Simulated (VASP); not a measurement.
# Cu (Fm-3m) in VASP: notebook, part 2 of 2

VASP 6.6.1. The steps go on from the part before.

**4. Relaxation of cell and atoms, PBE**

This run uses another cell than the first one, of 16.92 Å³/atom.

The input, INCAR:

```
PREC = Accurate
ENCUT = 600
EDIFF = 1E-7
ISMEAR = 0
SIGMA = 0.1
LREAL = F
LASPH = T
NELM = 120
ALGO = Normal
ISIF = 3
LWAVE = F
LCHARG = F
GGA = PE
IBRION = 2
NSW = 80
EDIFFG = -0.05
GGA_COMPAT = F
NELMIN = 4
```

The input, KPOINTS:

```
Automatic mesh
0
Gamma
  8 8 8
```

The input, POSCAR:

```
Cu
1.0
    0.0000000000      2.0375236776      2.0375236776
    2.0375236776      0.0000000000      2.0375236776
    2.0375236776      2.0375236776      0.0000000000
Cu
1
Direct
    0.0000000000      0.0000000000      0.0000000000
```

Potentials or basis: VASP PAW PBE potentials, release 64 (Cu).

Command:

```sh
$ cat potpaw_PBE.64/Cu/POTCAR > POTCAR
$ mpirun -np 1 vasp_std > vasp.out
```

OUTCAR:

```text
PREC = Accurate
   ENCUT = 600
   EDIFF = 1E-7
   ISMEAR = 0
   LREAL = F
   LASPH = T
   NELM = 120
   ISIF = 3
   GGA = PE
   IBRION = 2
   NSW = 80
   EDIFFG = -0.05
   NELMIN = 4

 ion  position               nearest neighbor table
   1  0.000  0.000  0.000-

  LATTYP: Found a face centered cubic cell.
 ALAT       =     4.0750473552

  Lattice vectors:

 A1 = (   0.0000000000,   2.0375236776,   2.0375236776)
 A2 = (   2.0375236776,   0.0000000000,   2.0375236776)
 A3 = (   2.0375236776,   2.0375236776,   0.0000000000)

Analysis of symmetry for initial positions (statically):
=====================================================================
 Subroutine PRICEL returns:
 Original cell was already a primitive cell.

 Routine SETGRP: Setting up the symmetry group for a
 face centered cubic supercell.

 Subroutine GETGRP returns: Found 48 space group operations
 (whereof 48 operations were pure point group operations)
 out of a pool of 48 trial point group operations.

The static configuration has the point symmetry O_h .

Analysis of symmetry for dynamics (positions and initial velocities):
=====================================================================
 Subroutine PRICEL returns:
 Original cell was already a primitive cell.

 Routine SETGRP: Setting up the symmetry group for a
 face centered cubic supercell.

 Subroutine GETGRP returns: Found 48 space group operations
 (whereof 48 operations were pure point group operations)
 out of a pool of 48 trial point group operations.

The dynamic configuration has the point symmetry O_h .

 Subroutine INISYM returns: Found 48 space group operations
 (whereof 48 operations are pure point group operations),
 and found     1 'primitive' translations

----------------------------------------------------------------------------------------

                                     Primitive cell

  volume of cell :      16.9176

  direct lattice vectors                    reciprocal lattice vectors
     0.000000000  2.037523678  2.037523678    -0.245395921  0.245395921  0.245395921
[... 91 lines left out ...]
   ISYM   =      2    0-nonsym 1-usesym 2-fastsym
   POTIM  = 0.5000    time-step for ionic-motion
   TEBEG  =    0.0;   TEEND  =   0.0 temperature during run
   PSTRESS=    0.0 pullay stress
   NELECT =      11.0000    total number of electrons
   NUPDOWN=      -1.0000    fix difference up-down
   EMIN   =  10.00;   EMAX   =-10.00  energy-range for DOS
   EFERMI =   0.00;   METHOD = LEGACY
   ISMEAR =     0;   SIGMA  =   0.10  broadening in eV -4-tet -1-fermi 0-gaus
   EFERMI_NEDOS =   21; number of points for ismear=-14 and -15
   IALGO  =     38    algorithm
   IMIX   =      4    mixing-type and parameters
     AMIX     =   0.40;   BMIX     =  1.00
     AMIX_MAG =   1.60;   BMIX_MAG =  1.00
  volume/ion in A,a.u.               =      16.92       114.17
  Fermi-wavevector in a.u.,A,eV,Ry     =   1.418273  2.680147 27.368083  2.011497
  Thomas-Fermi vector in A             =   2.539415
   LORBIT       =      0    0 simple, 1 ext, 2 COOP (PROOUT), +10 PAW based schemes
   GGA     = PE    functional components
   LHFCALC =     F    Hartree Fock is set to
   AEXX    =    0.0000 exact exchange contribution
   IVDW    =     0    specifies the selected vdW correction
   LEPSILON=     F    determine dielectric tensor
   LRPA    =     F    only Hartree local field effects (RPA)
 conjugate gradient relaxation of ions
 non-spin polarized calculation
 Gauss-broadening in eV      SIGMA  =   0.10
  energy-cutoff  :      600.00
  volume of cell :       16.92
 maximum number of plane-waves:       588
   NGX = 11   NGY = 11   NGZ = 11

--------------------------------------- Ionic step        1  -------------------------------------------

 number of electron      11.0000012 magnetization

 Free energy of the ion-electron system (eV)
  ---------------------------------------------------
  ext. energy  EPLUGINS =         0.00000000
  ---------------------------------------------------
  free energy    TOTEN  =        -3.28286520 eV

  energy without entropy =       -3.28051170  energy(sigma->0) =       -3.28168845

 E-fermi :   3.7583     XC(G=0): -10.7717

 val. band max:        3.6589605846   @ k =   0.5000   0.2500   0.1250
 cond. band min:       3.8121820097   @ k =   0.5000   0.0000   0.0000
 fundamental gap:      0.1532214252
 Fermi energy:         3.7583334177

 k-point     1 :       0.0000    0.0000    0.0000
  band No.  band energies     occupation
      1      -3.0620      2.00000
      2       1.7607      2.00000
      3       1.7607      2.00000
      4       1.7607      2.00000
      5       2.2286      2.00000
      6       2.2286      2.00000
      7      23.5798      0.00000
      8      23.7173      0.00000
      9      23.7173      0.00000
[... 345 lines left out ...]
--------------------------------------- Ionic step        3  -------------------------------------------

 number of electron      10.9999999 magnetization

 Free energy of the ion-electron system (eV)
  ---------------------------------------------------
  ext. energy  EPLUGINS =         0.00000000
  ---------------------------------------------------
  free energy    TOTEN  =        -3.70114930 eV

  energy without entropy =       -3.69808282  energy(sigma->0) =       -3.69961606

 E-fermi :   7.2202     XC(G=0): -12.5886

 val. band max:        7.1457736394   @ k =   0.5000   0.2500   0.1250
 cond. band min:       7.4391181295   @ k =   0.5000   0.1250   0.0000
 fundamental gap:      0.2933444901
 Fermi energy:         7.2202165823

 k-point     1 :       0.0000    0.0000    0.0000
  band No.  band energies     occupation
      1      -1.8750      2.00000
      2       4.3528      2.00000
      3       4.3528      2.00000
      4       4.3528      2.00000
      5       5.1460      2.00000
      6       5.1460      2.00000
      7      29.7037      0.00000
      8      32.1669      0.00000
      9      32.1669      0.00000
[... 304 lines left out ...]
  FREE ENERGIE OF THE ION-ELECTRON SYSTEM (eV)
  ---------------------------------------------------
  free  energy   TOTEN  =        -3.7011493026 eV

  energy  without entropy=       -3.6980828198  energy(sigma->0) =       -3.69961606

 reached required accuracy - stopping structural energy minimisation
```

CONTCAR:

```text
Cu
   1.00000000000000
    -0.0000000000000000    1.8217175393246134    1.8217175393246134
     1.8217175393246134    0.0000000000000000    1.8217175393246134
     1.8217175393246134    1.8217175393246134   -0.0000000000000000
  Cu
     1
Direct
     0.0000000000000000    0.0000000000000000    0.0000000000000000

  0.00000000E+00  0.00000000E+00  0.00000000E+00
```

It took 13 s on 1 thread of Intel Xeon 8259CL, shared host; peak memory 0.14 GiB.

What came out:

```yaml
Free_energy: -3.7011 eV
Relaxed_volume: 12.09 Å³/atom
Relaxed_cell: a = 2.576 Å, b = 2.576 Å, c = 2.576 Å, α = 60.00°, β = 60.00°, γ = 60.00°
Space_group_after_relaxing_to_0.1_Å: Fm-3m (No. 225)
Energy_gained_by_relaxing: 418.3 meV/atom
Ionic_steps: 3
Pressure_after_relaxing: -0.2 GPa
Band_gap_on_the_k_mesh: zero (an odd number of electrons rules out a gap without spin polarisation)
```

Step by step:
```csv
step,energy change (eV),largest force (eV/Å),pressure (GPa),volume (Å³)
1,0.0000,0.0000,-19.33,16.92
2,-0.4148,0.0000,-3.34,12.40
3,-0.4183,0.0000,-0.23,12.09
```

Final structure:
```
CELL_PARAMETERS angstrom
0.00000 1.82172 1.82172
1.82172 0.00000 1.82172
1.82172 1.82172 0.00000
ATOMIC_POSITIONS crystal
Cu 0.00000 0.00000 0.00000
```

Caveat: the volume moved by over 15 % at a fixed basis, so the end points are rough.

**5. Single point, PBE**

This run uses another cell than the first one, of 11.96 Å³/atom.

The input, INCAR:

```
PREC = Accurate ; ENCUT = 600
EDIFF = 1E-6 ; ISMEAR = 0
SIGMA = 0.1 ; LREAL = False
LASPH = True ; NELM = 120
ALGO = Normal ; ISIF = 2
LWAVE = False ; LCHARG = True
GGA = PE ; LELF = True
LVHAR = True ; NBANDS = 12
GGA_COMPAT = False
```

The input, KPOINTS:

```
regular mesh
0
Gamma
  20 20 20
```

The input, POSCAR:

```
Cu
1.0
    0.0000000000      1.8148545873      1.8148545873
    1.8148545873      0.0000000000      1.8148545873
    1.8148545873      1.8148545873      0.0000000000
Cu
1
Direct
    0.0000000000      0.0000000000      0.0000000000
```

Potentials or basis: VASP PAW PBE potentials, release 64 (Cu).

Command:

```sh
$ cat potpaw_PBE.64/Cu/POTCAR > POTCAR
$ mpirun -np 1 vasp_std > vasp.out
```

OUTCAR:

```text
PREC = Accurate
   ENCUT = 600
   EDIFF = 1E-6
   ISMEAR = 0
   LREAL = False
   LASPH = True
   NELM = 120
   ISIF = 2
   GGA = PE

 ion  position               nearest neighbor table
   1  0.000  0.000  0.000-

  LATTYP: Found a face centered cubic cell.
 ALAT       =     3.6297091746

  Lattice vectors:

 A1 = (   0.0000000000,   1.8148545873,   1.8148545873)
 A2 = (   1.8148545873,   0.0000000000,   1.8148545873)
 A3 = (   1.8148545873,   1.8148545873,   0.0000000000)

Analysis of symmetry for initial positions (statically):
=====================================================================
 Subroutine PRICEL returns:
 Original cell was already a primitive cell.

 Routine SETGRP: Setting up the symmetry group for a
 face centered cubic supercell.

 Subroutine GETGRP returns: Found 48 space group operations
 (whereof 48 operations were pure point group operations)
 out of a pool of 48 trial point group operations.

The static configuration has the point symmetry O_h .

Analysis of symmetry for dynamics (positions and initial velocities):
=====================================================================
 Subroutine PRICEL returns:
 Original cell was already a primitive cell.

 Routine SETGRP: Setting up the symmetry group for a
 face centered cubic supercell.

 Subroutine GETGRP returns: Found 48 space group operations
 (whereof 48 operations were pure point group operations)
 out of a pool of 48 trial point group operations.

The dynamic configuration has the point symmetry O_h .

 Subroutine INISYM returns: Found 48 space group operations
 (whereof 48 operations are pure point group operations),
 and found     1 'primitive' translations

----------------------------------------------------------------------------------------

                                     Primitive cell

  volume of cell :      11.9552

  direct lattice vectors                    reciprocal lattice vectors
     0.000000000  1.814854587  1.814854587    -0.275504166  0.275504166  0.275504166
     1.814854587  0.000000000  1.814854587     0.275504166 -0.275504166  0.275504166
     1.814854587  1.814854587  0.000000000     0.275504166  0.275504166 -0.275504166

  length of vectors
     2.566591971  2.566591971  2.566591971     0.477187214  0.477187214  0.477187214

  position of ions in fractional coordinates (direct lattice)
     0.000000000  0.000000000  0.000000000

  ion indices of the primitive-cell ions
   primitive index   ion index
                 1           1

----------------------------------------------------------------------------------------

 KPOINTS: regular mesh

Automatic generation of k-mesh.
 Grid dimensions read from file:
 generate k-points for:   20   20   20

 Generating k-lattice:

  Cartesian coordinates                     Fractional coordinates (reciprocal lattice)
    -0.013775208  0.013775208  0.013775208     0.050000000  0.000000000  0.000000000
     0.013775208 -0.013775208  0.013775208     0.000000000  0.050000000  0.000000000
     0.013775208  0.013775208 -0.013775208     0.000000000  0.000000000  0.050000000

  Length of vectors
     0.023859361  0.023859361  0.023859361

  Shift w.r.t. Gamma in fractional coordinates (k-lattice)
     0.000000000  0.000000000  0.000000000

 Subroutine IBZKPT returns following result:
 ===========================================

 Found    256 irreducible k-points:

 Following reciprocal coordinates:
            Coordinates               Weight
  0.000000  0.000000  0.000000      1.000000
  0.050000  0.000000  0.000000      8.000000
  0.100000  0.000000  0.000000      8.000000
  0.150000  0.000000  0.000000      8.000000
  0.200000  0.000000  0.000000      8.000000
  0.250000  0.000000  0.000000      8.000000
[... 16 lines left out ...]
 -0.400000  0.050000  0.000000     24.000000
 -0.350000  0.050000  0.000000     24.000000
 [... further k-points ...]
   k-points           NKPTS =    256   k-points in BZ     NKDIM =    256   number of bands    NBANDS=     12
   number of dos      NEDOS =    301   number of ions     NIONS =      1
   total plane-waves  NPLWV =  13824
   dimension x,y,z NGX =    24 NGY =   24 NGZ =   24
   dimension x,y,z NGXF=    48 NGYF=   48 NGZF=   48
   ions per type =               1
   NGX,Y,Z   is equivalent  to a cutoff of  15.55, 15.55, 15.55 a.u.
   NGXF,Y,Z  is equivalent  to a cutoff of  31.09, 31.09, 31.09 a.u.
 SYSTEM =  unknown system
   PREC   = accura    normal or accurate (medium, high low for compatibility)
   ISTART =      0    job   : 0-new  1-cont  2-samecut
   ICHARG =      2    charge: 1-file 2-atom 10-const
   ISPIN  =      1    spin polarized calculation?
   LNONCOLLINEAR =      F non collinear calculations
   LSORBIT =      F    spin-orbit coupling
   LASPH  =      T    aspherical Exc in radial PAW
   ENCUT  =  600.0 eV  44.10 Ry    6.64 a.u.   5.13  5.13  5.13*2*pi/ulx,y,z
   NELM   =    120;   NELMIN=  2; NELMDL= -5     # of ELM steps
   EDIFF  = 0.1E-05   stopping-criterion for ELM
   LREAL  =      F    real-space projection
   EDIFFG = 0.1E-04   stopping-criterion for IOM
   NSW    =      0    number of steps for IOM
   IBRION =     -1    ionic relax: 0-MD 1-quasi-New 2-CG
   NFREE  =      0    steps in history (QN), initial steepest desc. (CG)
   ISIF   =      2    stress and relaxation
   ISYM   =      2    0-nonsym 1-usesym 2-fastsym
   POTIM  = 0.5000    time-step for ionic-motion
   TEBEG  =    0.0;   TEEND  =   0.0 temperature during run
   PSTRESS=    0.0 pullay stress
   NELECT =      11.0000    total number of electrons
   NUPDOWN=      -1.0000    fix difference up-down
   EMIN   =  10.00;   EMAX   =-10.00  energy-range for DOS
   EFERMI =   0.00;   METHOD = LEGACY
   ISMEAR =     0;   SIGMA  =   0.10  broadening in eV -4-tet -1-fermi 0-gaus
   EFERMI_NEDOS =   21; number of points for ismear=-14 and -15
   IALGO  =     38    algorithm
   IMIX   =      4    mixing-type and parameters
     AMIX     =   0.40;   BMIX     =  1.00
     AMIX_MAG =   1.60;   BMIX_MAG =  1.00
  volume/ion in A,a.u.               =      11.96        80.68
  Fermi-wavevector in a.u.,A,eV,Ry     =   1.592284  3.008981 34.495785  2.535369
  Thomas-Fermi vector in A             =   2.690693
   LORBIT       =      0    0 simple, 1 ext, 2 COOP (PROOUT), +10 PAW based schemes
   GGA     = PE    functional components
   LHFCALC =     F    Hartree Fock is set to
   AEXX    =    0.0000 exact exchange contribution
   IVDW    =     0    specifies the selected vdW correction
   LEPSILON=     F    determine dielectric tensor
   LRPA    =     F    only Hartree local field effects (RPA)
 non-spin polarized calculation
 Gauss-broadening in eV      SIGMA  =   0.10
  energy-cutoff  :      600.00
  volume of cell :       11.96
 maximum number of plane-waves:       415
 NGX is ok and might be reduce to    24
   NGX = 11   NGY = 11   NGZ = 11

 number of electron      10.9999998 magnetization

 Free energy of the ion-electron system (eV)
  ---------------------------------------------------
  ext. energy  EPLUGINS =         0.00000000
  ---------------------------------------------------
  free energy    TOTEN  =        -3.72943458 eV

  energy without entropy =       -3.72810117  energy(sigma->0) =       -3.72876788

 E-fermi :   7.4090     XC(G=0): -12.6552

 val. band max:        7.3901444607   @ k =   0.5000   0.2500   0.1000
 cond. band min:       7.4558944802   @ k =   0.5000   0.3500   0.1500
 fundamental gap:      0.0657500195
 Fermi energy:         7.4089500823

 k-point     1 :       0.0000    0.0000    0.0000
  band No.  band energies     occupation
      1      -1.8233      2.00000
      2       4.4470      2.00000
      3       4.4470      2.00000
      4       4.4470      2.00000
      5       5.2537      2.00000
      6       5.2537      2.00000
      7      29.9317      0.00000
      8      32.4819      0.00000
      9      32.4819      0.00000
     10      32.4819      0.00000
     11      34.9647      0.00000
     12      34.9647      0.00000
[... 331 lines left out ...]
 k-point    24 :      -0.3500    0.0500    0.0000
  band No.  band energies     occupation
      1       1.9657      2.00000
      2       4.4730      2.00000
      3       4.5121      2.00000
      4       4.6481      2.00000
      5       5.5636      2.00000
      6       5.8423      2.00000
      7      14.6451      0.00000
      8      27.0889      0.00000
      9      29.4858      0.00000
     10      30.3959      0.00000
     11      32.7270      0.00000
     12      34.4482      0.00000

 [... further k-points ...]

------------------------ aborting loop because EDIFF is reached ----------------------------------------

  FORCE on cell =-STRESS in cart. coord.  units (eV):
  Direction    XX          YY          ZZ          XY          YZ          ZX
  --------------------------------------------------------------------------------------
  -------------------------------------------------------------------------------------
  Total        0.0481262      0.0481262      0.0481262      0.0000000     -0.0000000      0.0000000
  in kB        6.4496586      6.4496586      6.4496586      0.0000000     -0.0000000      0.0000000
  external PRESSURE =       6.4496586 kB  Pullay stress =       0.0000000 kB

 VOLUME and BASIS-vectors are now :
 -----------------------------------------------------------------------------
  energy-cutoff  :      600.00
  volume of cell :       11.96
      direct lattice vectors                 reciprocal lattice vectors
     0.000000000  1.814854587  1.814854587    -0.275504166  0.275504166  0.275504166
     1.814854587  0.000000000  1.814854587     0.275504166 -0.275504166  0.275504166
     1.814854587  1.814854587  0.000000000     0.275504166  0.275504166 -0.275504166

 POSITION                                       TOTAL-FORCE (eV/Angst)
 -----------------------------------------------------------------------------------
      0.00000      0.00000      0.00000        -0.000000     -0.000000     -0.000000
 -----------------------------------------------------------------------------------
    total drift:                               -0.000000      0.000000     -0.000000

  FREE ENERGIE OF THE ION-ELECTRON SYSTEM (eV)
  ---------------------------------------------------
  free  energy   TOTEN  =        -3.7294345811 eV

  energy  without entropy=       -3.7281011689  energy(sigma->0) =       -3.72876788
```

OSZICAR:

```text
N       E                     dE             d eps       ncg     rms          rms(c)
DAV:   1     0.455843579189E+02    0.45584E+02   -0.58903E+03  6756   0.170E+03
DAV:   2    -0.305058632744E+01   -0.48635E+02   -0.44871E+02  6320   0.216E+02
DAV:   3    -0.461654115172E+01   -0.15660E+01   -0.15558E+01  7220   0.433E+01
DAV:   4    -0.462662095601E+01   -0.10080E-01   -0.10078E-01  7032   0.308E+00
DAV:   5    -0.462671236406E+01   -0.91408E-04   -0.91408E-04  7268   0.298E-01    0.765E+00
DAV:   6    -0.411786971403E+01    0.50884E+00   -0.14636E+01  7332   0.732E+01    0.398E+00
DAV:   7    -0.374158873000E+01    0.37628E+00   -0.23329E+00  7324   0.292E+01    0.569E-01
DAV:   8    -0.373106335439E+01    0.10525E-01   -0.46169E-03  7164   0.106E+00    0.305E-01
DAV:   9    -0.372943543997E+01    0.16279E-02   -0.10206E-02  7648   0.178E+00    0.312E-02
DAV:  10    -0.372943542935E+01    0.10624E-07   -0.48462E-05  9224   0.119E-01    0.705E-03
DAV:  11    -0.372943458115E+01    0.84820E-06   -0.39844E-07  5184   0.103E-02
   1 F= -.37294346E+01 E0= -.37287679E+01  d E =-.133341E-02
```

It took 31 s on 1 thread of Intel Xeon 8259CL, shared host; peak memory 0.17 GiB.

Results:

- Free energy: -3.7294 eV
- Pressure: 0.6 GPa
- Band gap on the k mesh: zero (an odd number of electrons rules out a gap without spin polarisation)

**6. The runs side by side**

```csv
task,cell,k mesh,gap on the mesh (eV),pressure (GPa)
single point,"a = 2.571 Å, angles 60.0°, 1 atom",8 × 8 × 8,none,0.6
single point,"a = 2.881 Å, angles 60.0°, 1 atom",8 × 8 × 8,none,-17.8
relaxation of cell and atoms,"relaxed from a = 2.881 Å, angles 60.0°, 1 atom",8 × 8 × 8,none,-0.2
single point,"a = 2.567 Å, angles 60.0°, 1 atom",20 × 20 × 20,none,0.6
```

Alike in all rows: level PBE; potentials or basis VASP PAW PBE potentials, release 64 (Cu); no spin polarisation; cutoff (eV) 600; smearing gaussian 0.1 eV.

Caveats: some runs use coarse meshes; the cell stands under tension (at least some runs); the volume moved by over 15 % at a fixed basis, so the end points are rough (at least some runs).

Absolute energies hang on the potentials; compare differences alone.

The gap in the log of VASP goes by the Fermi energy; the results here count the filled bands.